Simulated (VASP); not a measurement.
Input of a VASP 6.6.1 run:

File POSCAR:

```
MgS
1.0
    4.0487687626      0.0000000000      0.0000000000
   -2.0243843813      3.5063366025      0.0000000000
    0.0000000000      0.0000000000      6.4866647501
Mg S
2 2
Direct
    0.3333333333      0.6666666667     -0.0028727190
    0.6666666667      0.3333333333      0.4971272810
    0.3333333333      0.6666666667      0.3778727190
    0.6666666667      0.3333333333      0.8778727190
```

Contents of INCAR.step1:

```
SYSTEM = MgS
PREC = Accurate
ENCUT = 520
ISMEAR = 0
SIGMA = 0.01
LREAL = .False.
LASPH = .True.
NELM = 60
NBANDS = 16
GGA = PE
ALGO = Normal
EDIFF = 1E-4
LWAVE = .True.
LCHARG = .False.
```

INCAR.step2

```
SYSTEM = MgS
PREC = Accurate
ENCUT = 520
EDIFF = 1E-6
ISMEAR = 0
SIGMA = 0.01
LREAL = .False.
LASPH = .True.
NELM = 60
ALGO = Normal
ISIF = 2
LWAVE = .False.
LCHARG = .True.
METAGGA = R2SCAN
LMIXTAU = .True.
LELF = .True.
LVHAR = .True.
NBANDS = 16
ISTART = 1
```

KPOINTS

```
Automatic mesh
0
Gamma
  12 12 4
  0 0 0
```

Potentials or basis: VASP PAW PBE potentials, release 64 (Mg, S).

Command:

```sh
$ cat potpaw_PBE.64/Mg/POTCAR potpaw_PBE.64/S/POTCAR > POTCAR
$ cp INCAR.step1 INCAR
$ mpirun -np 1 vasp_std > vasp.out
$ cp INCAR.step2 INCAR
$ mpirun -np 1 vasp_std > vasp.out
```

Q: Estimate the pressure.

A: -1.1 GPa.

Q: Predict the largest force.

A: 0.005 eV/Å.

Q: What does it give for the band gap on the k mesh?

A: 4.06 eV, direct.

Forces on the atoms (eV/Å):
```
Mg   0.000  0.000  0.005
Mg   0.000  0.000  0.005
S    0.000  0.000 -0.005
S    0.000  0.000 -0.005
```

Caveat: the cell differs from its parent crystal (strain +0.5%); the PAW data sets were made with another functional, which shifts forces and pressure a little. A k mesh can miss the band edges.
